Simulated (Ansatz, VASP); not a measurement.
**One calculation of Ti, two programs**

```
Ti
1.0
     2.93846    0.00000    0.00000
    -1.46923    2.54478    0.00000
     0.00000    0.00000    4.46461
Ti
2
Direct
  0.33333 0.66667 0.25000
  0.66667 0.33333 0.75000
```

Change from the starting cell: strain +0.000 along x and y, -0.040 along z, atoms carried along.

Alike in both runs: task single point; functional PBE; k mesh 24 × 24 × 14; occupations gaussian, width 0.15 eV; no spin polarisation.

```csv
,VASP,Ansatz
version,VASP 6.6.1,Ansatz 0.2.0
potentials or method,"VASP PAW PBE potentials, release 64 (Ti_sv), cutoff 520 eV","scalar-relativistic, plane waves, PAW"
valence electrons in the cell,24,24
```

VASP gave:

```
gap on the k mesh at the Fermi level (eV)                     : none
pressure (GPa)                                                : 4.1
traceless stress, the component that is largest in VASP (GPa) : 3.26
```

Question: Which values does Ansatz return?

Answer: gap on the k mesh at the Fermi level (eV): none; pressure (GPa): 5.1; traceless stress, the component that is largest in VASP (GPa): 3.29.

A gap of «none» marks a metal or a gap that the smearing closes.
